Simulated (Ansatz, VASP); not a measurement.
## KHfS2: VASP beside Ansatz

```
K Hf S
1.0
     3.64421    0.00000    0.00000
    -1.82210    3.15598    0.00000
     0.00000    0.00000    7.66877
K Hf S
1 1 2
Direct
  0.00000 0.00000 0.50000
  0.66667 0.33333 0.00000
  0.33333 0.66667 0.20224
  0.33333 0.66667 0.79776
```

Alike in both runs: task relaxation of cell and atoms; functional PBE; k mesh 12 × 12 × 6; occupations gaussian, width 0.1 eV; no spin polarisation.

|  | VASP | Ansatz |
| --- | --- | --- |
| version | VASP 6.6.1 | Ansatz 0.2.0 |
| potentials or method | VASP PAW PBE potentials, release 64 (K_sv, Hf_pv, S), cutoff 600 eV | scalar-relativistic, plane waves, PAW |
| valence electrons in the cell | 31 | 47 |

```tsv
	VASP	Ansatz	Ansatz less VASP
gap on the k mesh at the Fermi level, each at its own relaxed structure (eV)	none	none	-
relaxed volume (Å³/atom)	22.00	22.05	+0.052
relaxed length of the cell vector where the two differ most in proportion (Å)	3.638	3.644	+0.0062
```

A gap of «none» marks a metal or a gap that the smearing closes. VASP's potentials hold 31 valence electrons a cell and Ansatz's 47, so a difference there can come from the potentials and not from the codes.

Spin-orbit coupling is off throughout.
